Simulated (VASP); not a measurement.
# Si: single point with r2SCAN

Crystal: Si.

```xyz
2
Lattice="-2.5789 2.3714 1.3293 2.5789 -2.3714 1.3293 2.5789 2.3714 -1.3293" Properties=species:S:1:pos:R:3 pbc="T T T"
Si    2.5789    0.0000    0.6646
Si    0.0000    0.0000    1.3293
```

This cell differs from its parent crystal: strain +0.0875 x Voigt [1, 0, 0, 0, 0, 0].

| Property | Result |
| --- | --- |
| Program | VASP 6.6.1 |
| Task | single point |
| Functional | r2SCAN |
| Potentials or basis | VASP PAW PBE potentials, release 64 (Si) |
| Cutoff | 520 eV |
| k mesh | 20 × 20 × 20 |
| Occupations | gaussian, width 0.15 eV |
| Spin | no spin polarisation |

```
Pressure               : -5.6 GPa
Largest force          : 0.178 eV/Å
Band gap on the k mesh : zero (bands 4 and 5 overlap by 6.67 eV)
```

Forces on the atoms (eV/Å):
```
Si   0.000  0.000  0.178
Si   0.000  0.000 -0.178
```

Stress tensor (GPa, compression positive):
```
-12.82   0.00   0.00
  0.00   0.25   0.00
  0.00   0.00  -4.25
```

Levels at points of the mesh, in eV from the Fermi level:
| k point | band 1 | band 2 | band 3 | band 4 | band 5 | band 6 | band 7 | band 8 |
| --- | --- | --- | --- | --- | --- | --- | --- | --- |
| (0.00, 0.00, 0.00) | -13.91 | -3.30 | -2.58 | -2.00 | 2.17 | 6.89 | 7.66 | 9.72 |
| (0.50, 0.00, 0.00) | -7.32 | -6.65 | -2.88 | -2.24 | -1.33 | 1.56 | 5.53 | 6.30 |
| (0.00, 0.50, 0.00) | -7.76 | -6.69 | -1.77 | -1.63 | -1.00 | 1.69 | 3.56 | 4.99 |
| (0.50, 0.50, 0.00) | -10.86 | -10.86 | -0.05 | -0.05 | 2.70 | 2.70 | 9.04 | 9.04 |
| (0.50, 0.50, 0.50) | -9.49 | -7.82 | -6.76 | -6.61 | 6.57 | 6.57 | 11.50 | 13.63 |

Wall time 30 min on 1 thread of Intel Xeon 8259CL (shared host), peak memory 0.42 GiB.

Caveat: the cell differs from its parent crystal (strain +0.0875 x Voigt [1, 0, 0, 0, 0, 0]); the stress differs along the axes, from -13 to 0 GPa; the PAW data sets were made with another functional, which shifts forces and pressure a little.
